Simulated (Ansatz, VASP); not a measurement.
# YAl3N4 in VASP and in Ansatz

```
Y Al N
1.0
     4.81668    0.00000    0.00000
     0.00000    4.81668    0.00000
     0.00000    0.00000    4.81668
Y Al N
1 3 4
Direct
  0.50000 0.50000 0.50000
  0.50000 0.00000 0.00000
  0.00000 0.00000 0.50000
  0.00000 0.50000 0.00000
  0.75000 0.25000 0.75000
  0.75000 0.75000 0.25000
  0.25000 0.25000 0.25000
  0.25000 0.75000 0.75000
```

Alike in both runs: task relaxation of cell and atoms; functional PBE; k mesh 4 × 4 × 4; occupations gaussian, width 0.1 eV; no spin polarisation.

```csv
,VASP,Ansatz
version,VASP 6.6.1,Ansatz 0.2.0
potentials or method,"VASP PAW PBE potentials, release 64 (Y_sv, Al, N), cutoff 600 eV","scalar-relativistic, plane waves, PAW"
valence electrons in the cell,40,40
```

Ansatz gave:

| Quantity | Value |
| --- | --- |
| gap on the k mesh at the Fermi level, each at its own relaxed structure (eV) | 2.31 |
| relaxed volume (Å³/atom) | 12.45 |
| relaxed length of the cell vector where the two differ most in proportion (Å) | 4.635 |

Task: Estimate VASP's values.

Result: gap on the k mesh at the Fermi level, each at its own relaxed structure (eV): 2.35; relaxed volume (Å³/atom): 12.36; relaxed length of the cell vector where the two differ most in proportion (Å): 4.624.
